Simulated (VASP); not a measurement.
# GaN (F-43m) in VASP: single point with PBE

Aim: the single point of GaN with PBE.

Program: VASP 6.6.1. These are calculated values, not measurements. Logs are shortened: lines on timing, memory, paths and dates and some standing lists are left out, and cuts for length are marked.

## Step 1: The cell of the first run

Symmetry: F-43m, No. 216, cubic system. The conventional cell has a = 4.507 Å, b = 4.507 Å, c = 4.507 Å, α = 90.00°, β = 90.00°, γ = 90.00°. Ga (site symmetry -43m) has 4 N at 1.95 Å within 2.6 Å. N (site symmetry -43m) has 4 Ga at 1.95 Å within 2.6 Å.

## Step 2: Single point, PBE

The input, INCAR:

```
ALGO = Normal
EDIFF = 1E-7
ENCUT = 520
GGA = PE
ISIF = 2
ISMEAR = 0
LASPH = True
LCHARG = True
LELF = True
LREAL = False
LVHAR = True
LWAVE = False
NBANDS = 16
NELM = 100
PREC = Accurate
SIGMA = 0.05
```

The input, KPOINTS:

```
k-points
0
Gamma
  11 11 11
```

The input, POSCAR:

```
GaN
1.0
    0.0000000000      2.2535006075      2.2535006075
    2.2535006075      0.0000000000      2.2535006075
    2.2535006075      2.2535006075      0.0000000000
Ga N
1 1
Direct
    0.0000000000      0.0000000000      0.0000000000
    0.2500000000      0.2500000000      0.2500000000
```

Potentials or basis: VASP PAW PBE potentials, release 64 (Ga_d, N).

The run is started by

```bash
$ cat potpaw_PBE.64/Ga_d/POTCAR potpaw_PBE.64/N/POTCAR > POTCAR
$ mpirun -np 1 vasp_std > vasp.out
```

OUTCAR:

```text
EDIFF = 1E-7
   ENCUT = 520
   GGA = PE
   ISIF = 2
   ISMEAR = 0
   LASPH = True
   LREAL = False
   NELM = 100
   PREC = Accurate

 ion  position               nearest neighbor table
   1  0.000  0.000  0.000-   2 1.95   2 1.95   2 1.95   2 1.95
   2  0.250  0.250  0.250-   1 1.95   1 1.95   1 1.95   1 1.95

  LATTYP: Found a face centered cubic cell.
 ALAT       =     4.5070012150

  Lattice vectors:

 A1 = (   0.0000000000,   2.2535006075,   2.2535006075)
 A2 = (   2.2535006075,   0.0000000000,   2.2535006075)
 A3 = (   2.2535006075,   2.2535006075,   0.0000000000)

Analysis of symmetry for initial positions (statically):
=====================================================================
 Subroutine PRICEL returns:
 Original cell was already a primitive cell.

 Routine SETGRP: Setting up the symmetry group for a
 face centered cubic supercell.

 Subroutine GETGRP returns: Found 24 space group operations
 (whereof 24 operations were pure point group operations)
 out of a pool of 48 trial point group operations.

The static configuration has the point symmetry T_d .

Analysis of symmetry for dynamics (positions and initial velocities):
=====================================================================
 Subroutine PRICEL returns:
 Original cell was already a primitive cell.

 Routine SETGRP: Setting up the symmetry group for a
 face centered cubic supercell.

 Subroutine GETGRP returns: Found 24 space group operations
 (whereof 24 operations were pure point group operations)
 out of a pool of 48 trial point group operations.

The dynamic configuration has the point symmetry T_d .

 Subroutine INISYM returns: Found 24 space group operations
 (whereof 24 operations are pure point group operations),
 and found     1 'primitive' translations

----------------------------------------------------------------------------------------

                                     Primitive cell

  volume of cell :      22.8877

  direct lattice vectors                    reciprocal lattice vectors
     0.000000000  2.253500607  2.253500607    -0.221877020  0.221877020  0.221877020
     2.253500607  0.000000000  2.253500607     0.221877020 -0.221877020  0.221877020
     2.253500607  2.253500607  0.000000000     0.221877020  0.221877020 -0.221877020

  length of vectors
     3.186931122  3.186931122  3.186931122     0.384302272  0.384302272  0.384302272

  position of ions in fractional coordinates (direct lattice)
     0.000000000  0.000000000  0.000000000
     0.250000000  0.250000000  0.250000000

  ion indices of the primitive-cell ions
   primitive index   ion index
                 1           1
                 2           2

----------------------------------------------------------------------------------------

 KPOINTS: k-points

Automatic generation of k-mesh.
 Grid dimensions read from file:
 generate k-points for:   11   11   11

 Generating k-lattice:

  Cartesian coordinates                     Fractional coordinates (reciprocal lattice)
    -0.020170638  0.020170638  0.020170638     0.090909091  0.000000000  0.000000000
     0.020170638 -0.020170638  0.020170638     0.000000000  0.090909091  0.000000000
     0.020170638  0.020170638 -0.020170638     0.000000000  0.000000000  0.090909091

  Length of vectors
     0.034936570  0.034936570  0.034936570

  Shift w.r.t. Gamma in fractional coordinates (k-lattice)
     0.000000000  0.000000000  0.000000000

 Subroutine IBZKPT returns following result:
 ===========================================

 Found     56 irreducible k-points:

 Following reciprocal coordinates:
            Coordinates               Weight
  0.000000  0.000000  0.000000      1.000000
  0.090909  0.000000  0.000000      8.000000
  0.181818  0.000000  0.000000      8.000000
  0.272727  0.000000  0.000000      8.000000
  0.363636  0.000000  0.000000      8.000000
  0.454545  0.000000  0.000000      8.000000
[... 16 lines left out ...]
 -0.272727  0.181818  0.000000     24.000000
 -0.181818  0.181818  0.000000     12.000000
 [... further k-points ...]
   k-points           NKPTS =     56   k-points in BZ     NKDIM =     56   number of bands    NBANDS=     16
   number of dos      NEDOS =    301   number of ions     NIONS =      2
   total plane-waves  NPLWV =  13824
   dimension x,y,z NGX =    24 NGY =   24 NGZ =   24
   dimension x,y,z NGXF=    48 NGYF=   48 NGZF=   48
   ions per type =               1   1
   NGX,Y,Z   is equivalent  to a cutoff of  12.52, 12.52, 12.52 a.u.
   NGXF,Y,Z  is equivalent  to a cutoff of  25.04, 25.04, 25.04 a.u.
 SYSTEM =  unknown system
   PREC   = accura    normal or accurate (medium, high low for compatibility)
   ISTART =      0    job   : 0-new  1-cont  2-samecut
   ICHARG =      2    charge: 1-file 2-atom 10-const
   ISPIN  =      1    spin polarized calculation?
   LNONCOLLINEAR =      F non collinear calculations
   LSORBIT =      F    spin-orbit coupling
   LASPH  =      T    aspherical Exc in radial PAW
   ENCUT  =  520.0 eV  38.22 Ry    6.18 a.u.   5.93  5.93  5.93*2*pi/ulx,y,z
   NELM   =    100;   NELMIN=  2; NELMDL= -5     # of ELM steps
   EDIFF  = 0.1E-06   stopping-criterion for ELM
   LREAL  =      F    real-space projection
   EDIFFG = 0.1E-05   stopping-criterion for IOM
   NSW    =      0    number of steps for IOM
   IBRION =     -1    ionic relax: 0-MD 1-quasi-New 2-CG
   NFREE  =      0    steps in history (QN), initial steepest desc. (CG)
   ISIF   =      2    stress and relaxation
   ISYM   =      2    0-nonsym 1-usesym 2-fastsym
   POTIM  = 0.5000    time-step for ionic-motion
   TEBEG  =    0.0;   TEEND  =   0.0 temperature during run
   PSTRESS=    0.0 pullay stress
   NELECT =      18.0000    total number of electrons
   NUPDOWN=      -1.0000    fix difference up-down
   EMIN   =  10.00;   EMAX   =-10.00  energy-range for DOS
   EFERMI =   0.00;   METHOD = LEGACY
   ISMEAR =     0;   SIGMA  =   0.05  broadening in eV -4-tet -1-fermi 0-gaus
   EFERMI_NEDOS =   21; number of points for ismear=-14 and -15
   IALGO  =     38    algorithm
   IMIX   =      4    mixing-type and parameters
     AMIX     =   0.40;   BMIX     =  1.00
     AMIX_MAG =   1.60;   BMIX_MAG =  1.00
  volume/ion in A,a.u.               =      11.44        77.23
  Fermi-wavevector in a.u.,A,eV,Ry     =   1.511117  2.855596 31.068543  2.283473
  Thomas-Fermi vector in A             =   2.621216
   LORBIT       =      0    0 simple, 1 ext, 2 COOP (PROOUT), +10 PAW based schemes
   GGA     = PE    functional components
   LHFCALC =     F    Hartree Fock is set to
   AEXX    =    0.0000 exact exchange contribution
   IVDW    =     0    specifies the selected vdW correction
   LEPSILON=     F    determine dielectric tensor
   LRPA    =     F    only Hartree local field effects (RPA)
 non-spin polarized calculation
 Gauss-broadening in eV      SIGMA  =   0.05
  energy-cutoff  :      520.00
  volume of cell :       22.89
 maximum number of plane-waves:       626
   NGX = 11   NGY = 11   NGZ = 11

 number of electron      18.0000004 magnetization

 Free energy of the ion-electron system (eV)
  ---------------------------------------------------
  ext. energy  EPLUGINS =         0.00000000
  ---------------------------------------------------
  free energy    TOTEN  =       -12.14323387 eV

  energy without entropy =      -12.14323387  energy(sigma->0) =      -12.14323387

 E-fermi :   5.5126     XC(G=0): -11.6669

 val. band max:        5.2810524364   @ k =   0.0000   0.0000   0.0000
 cond. band min:       7.0055686061   @ k =   0.0000   0.0000   0.0000
 fundamental gap:      1.7245161698
 Fermi energy:         5.5126485035

 k-point     1 :       0.0000    0.0000    0.0000
  band No.  band energies     occupation
      1     -10.6524      2.00000
      2      -8.1603      2.00000
      3      -8.1603      2.00000
      4      -8.1603      2.00000
      5      -7.8406      2.00000
      6      -7.8406      2.00000
[... 8 lines left out ...]
     15      24.1369      0.00000
     16      24.1369      0.00000

 k-point     2 :       0.0909    0.0000    0.0000
  band No.  band energies     occupation
      1     -10.5608      2.00000
      2      -8.1489      2.00000
      3      -8.1489      2.00000
      4      -8.1287      2.00000
      5      -7.8418      2.00000
      6      -7.8418      2.00000
[... 8 lines left out ...]
     15      22.9567      0.00000
     16      22.9567      0.00000

 k-point     3 :       0.1818    0.0000    0.0000
  band No.  band energies     occupation
      1     -10.3221      2.00000
      2      -8.1213      2.00000
      3      -8.1213      2.00000
      4      -8.0021      2.00000
      5      -7.8416      2.00000
      6      -7.8416      2.00000
[... 8 lines left out ...]
     15      22.1200      0.00000
     16      22.1200      0.00000

 k-point     4 :       0.2727    0.0000    0.0000
  band No.  band energies     occupation
      1     -10.0430      2.00000
      2      -8.0933      2.00000
      3      -8.0933      2.00000
      4      -7.8323      2.00000
      5      -7.8323      2.00000
      6      -7.6980      2.00000
[... 8 lines left out ...]
     15      22.2984      0.00000
     16      22.2984      0.00000
[... 324 lines left out ...]
 k-point    22 :      -0.3636    0.1818    0.0000
  band No.  band energies     occupation
      1      -9.6916      2.00000
      2      -8.0640      2.00000
      3      -8.0173      2.00000
      4      -7.8391      2.00000
      5      -7.8260      2.00000
      6      -6.5617      2.00000
[... 8 lines left out ...]
     15      23.0366      0.00000
     16      25.2808      0.00000

 k-point    23 :      -0.2727    0.1818    0.0000
  band No.  band energies     occupation
      1      -9.7846      2.00000
      2      -8.0660      2.00000
      3      -8.0373      2.00000
      4      -7.8537      2.00000
      5      -7.8428      2.00000
      6      -7.0816      2.00000
[... 8 lines left out ...]
     15      22.7296      0.00000
     16      25.6596      0.00000

 k-point    24 :      -0.1818    0.1818    0.0000
  band No.  band energies     occupation
      1      -9.9581      2.00000
      2      -8.0764      2.00000
      3      -8.0717      2.00000
      4      -7.8630      2.00000
      5      -7.8597      2.00000
      6      -7.5495      2.00000
[... 8 lines left out ...]
     15      22.3937      0.00000
     16      25.5063      0.00000

 [... further k-points ...]

------------------------ aborting loop because EDIFF is reached ----------------------------------------

  FORCE on cell =-STRESS in cart. coord.  units (eV):
  Direction    XX          YY          ZZ          XY          YZ          ZX
  --------------------------------------------------------------------------------------
  -------------------------------------------------------------------------------------
  Total        0.7236550      0.7236550      0.7236550      0.0000000      0.0000000     -0.0000000
  in kB       50.6569619     50.6569619     50.6569619      0.0000000      0.0000000     -0.0000000
  external PRESSURE =      50.6569619 kB  Pullay stress =       0.0000000 kB

 VOLUME and BASIS-vectors are now :
 -----------------------------------------------------------------------------
  energy-cutoff  :      520.00
  volume of cell :       22.89
      direct lattice vectors                 reciprocal lattice vectors
     0.000000000  2.253500607  2.253500607    -0.221877020  0.221877020  0.221877020
     2.253500607  0.000000000  2.253500607     0.221877020 -0.221877020  0.221877020
     2.253500607  2.253500607  0.000000000     0.221877020  0.221877020 -0.221877020

 POSITION                                       TOTAL-FORCE (eV/Angst)
 -----------------------------------------------------------------------------------
      0.00000      0.00000      0.00000         0.000000      0.000000      0.000000
      1.12675      1.12675      1.12675        -0.000000     -0.000000     -0.000000
 -----------------------------------------------------------------------------------
    total drift:                                0.000002      0.000002      0.000002

  FREE ENERGIE OF THE ION-ELECTRON SYSTEM (eV)
  ---------------------------------------------------
  free  energy   TOTEN  =       -12.1432338662 eV

  energy  without entropy=      -12.1432338662  energy(sigma->0) =      -12.14323387
```

Run time: 15 s. Hardware: 1 thread of Intel Xeon 6975P-C, shared host; peak memory 0.15 GiB.

What came out:

```
Free energy            : -12.1432 eV
Pressure               : 5.1 GPa
Band gap on the k mesh : 1.72 eV, direct
```
